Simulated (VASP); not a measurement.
**Li32F33 (a cell with a defect): single point with PBEsol**

The system is Li32F33 (a cell with a defect).

```xyz
65
Lattice="8.0152 0.0000 0.0000 0.0000 8.0152 0.0000 0.0000 0.0000 8.0152" Properties=species:S:1:pos:R:3 pbc="T T T"
F     2.0050    8.0082    0.0017
F     2.0033    8.0097    4.0108
F     2.0041    3.9994    0.0019
F     1.4438    3.4393    4.0251
F     6.0124    8.0079    0.0021
F     6.0130    8.0077    4.0099
F     6.0127    4.0003    0.0023
F     6.0138    4.0004    4.0092
F     0.0049    1.9994    0.0035
F     0.0219    2.0180    4.0131
F     7.9971    6.0230    0.0019
F     8.0031    6.0150    4.0098
F     4.0279    1.9771    0.0023
F     4.0196    1.9838    4.0092
F     4.0051    6.0007    0.0004
F     3.9967    5.9923    4.0052
F     8.0149    0.0098    2.0276
F     8.0140    0.0071    5.9940
F     8.0003    4.0255    1.9886
F     7.9944    4.0255    6.0368
F     4.0103    7.9937    2.0248
F     4.0103    7.9910    5.9921
F     4.0315    3.9739    1.9822
F     4.0257    3.9741    6.0308
F     2.0301    1.9802    1.9891
F     2.0307    1.9747    6.0368
F     1.9779    6.0266    1.9823
F     1.9782    6.0208    6.0310
F     6.0293    1.9949    2.0279
F     6.0265    1.9946    5.9936
F     5.9995    6.0066    2.0239
F     5.9963    6.0053    5.9923
F     2.5928    4.5885    3.9957
Li    8.0045    0.0034    0.0025
Li    7.9719    7.9904    4.0095
Li    7.9879    4.0146    0.0030
Li    7.7758    4.1472    4.0040
Li    4.0203    7.9980    0.0009
Li    4.0522    0.0157    4.0089
Li    4.0389    3.9859    0.0012
Li    4.2549    3.8391    4.0150
Li    2.0170    1.9673    0.0030
Li    2.1521    1.7561    4.0031
Li    1.9915    6.0335    0.0004
Li    1.8433    6.2504    4.0157
Li    6.0238    1.9851    0.0023
Li    5.9949    1.9516    4.0103
Li    6.0023    6.0160    0.0014
Li    6.0362    6.0467    4.0091
Li    2.0058    8.0074    1.9453
Li    2.0044    8.0089    6.0725
Li    2.0067    4.0028    1.8654
Li    2.0029    3.9970    6.1535
Li    6.0125    8.0083    1.9866
Li    6.0124    8.0083    6.0317
Li    6.0126    4.0004    1.9461
Li    6.0135    4.0003    6.0733
Li    0.0130    2.0080    1.9559
Li    0.0115    2.0078    6.0657
Li    8.0003    6.0218    1.9504
Li    7.9970    6.0196    6.0686
Li    4.0266    1.9800    1.9503
Li    4.0234    1.9777    6.0686
Li    3.9986    5.9935    1.9517
Li    3.9980    5.9936    6.0649
```

```json
{
  "Program": "VASP 6.6.1",
  "Task": "single point",
  "Functional": "PBEsol",
  "Potentials or basis": "VASP PAW PBE potentials, release 64 (F, Li_sv)",
  "Cutoff": "650 eV",
  "k mesh": "1 × 1 × 1, shifted",
  "Occupations": "fermi-dirac, width 0.05 eV",
  "Spin": "no spin polarisation",
  "Dipole correction": "no",
  "Charge": "1",
  "Further INCAR settings": "LREAL = Auto; ALGO = Normal; EDIFF = 1e-06; NBANDS = 202; ISYM = -1; NELECT = 326.0"
}
```

The largest force is 0.045 eV/Å.

Forces on the atoms (eV/Å):
```
F    0.000  0.000  0.000
F    0.005 -0.006 -0.003
F    0.005  0.006  0.002
F   -0.018 -0.021 -0.004
F    0.000  0.002 -0.002
F   -0.004  0.000 -0.001
F    0.001  0.000 -0.002
F   -0.001  0.000  0.000
F    0.000  0.006 -0.001
F    0.018  0.021  0.004
F    0.000  0.004  0.000
F   -0.014  0.009  0.000
F    0.000 -0.002 -0.003
F    0.009 -0.020  0.001
F   -0.003 -0.008  0.001
F   -0.028 -0.032 -0.002
F    0.002 -0.010 -0.009
F    0.001 -0.005  0.001
F    0.000  0.004 -0.013
F    0.005  0.000  0.008
F   -0.003  0.005 -0.005
F   -0.003  0.010  0.007
F   -0.008  0.002 -0.005
F    0.001 -0.003  0.010
F    0.005  0.000 -0.013
F    0.002  0.003  0.007
F    0.004 -0.003 -0.006
F   -0.002  0.002  0.008
F   -0.009  0.003 -0.013
F   -0.004  0.002  0.008
F    0.000 -0.006 -0.004
F    0.005 -0.002  0.012
F    0.034  0.030  0.003
Li  -0.002 -0.002 -0.001
Li   0.006  0.004  0.002
Li   0.006 -0.003  0.002
Li  -0.001 -0.013  0.001
Li   0.005 -0.004  0.001
Li  -0.010  0.002  0.000
Li  -0.011 -0.001 -0.003
Li   0.004  0.027  0.000
Li   0.001  0.015  0.003
Li  -0.024  0.007  0.002
Li   0.002 -0.011 -0.002
Li   0.027 -0.004  0.000
Li  -0.007  0.002  0.000
Li   0.007  0.009  0.000
Li   0.006  0.000  0.000
Li  -0.006 -0.009 -0.001
Li  -0.001  0.000  0.011
Li  -0.001 -0.002 -0.006
Li  -0.001 -0.004  0.032
Li  -0.004  0.001 -0.029
Li   0.001 -0.001  0.010
Li   0.001 -0.002 -0.008
Li   0.004 -0.002  0.009
Li   0.000 -0.003 -0.008
Li   0.006  0.004  0.016
Li   0.008  0.002 -0.015
Li  -0.007  0.002  0.015
Li  -0.003  0.001 -0.015
Li   0.003  0.001  0.016
Li   0.005  0.002 -0.014
Li  -0.004 -0.002  0.009
Li  -0.008 -0.006 -0.012
```

Levels at points of the mesh, in eV from the Fermi level:
```
           k point  band 160  band 161  band 162  band 163  band 164  band 165  band 166  band 167
(0.25, 0.25, 0.25)     -0.57     -0.52     -0.51     -0.48      0.43      9.12     10.13     10.13
```

Wall time 4.8 min on 1 thread of Intel(R) Xeon(R) Platinum 8488C (Sapphire Rapids) (shared host), peak memory 0.68 GiB.

Caveat: the cell carries a net charge on a neutralising background, which shifts energy and pressure; the cell is charged against a uniform background, so pressure and absolute levels hang on convention; the PAW data sets were made with another functional, which shifts forces and pressure a little.
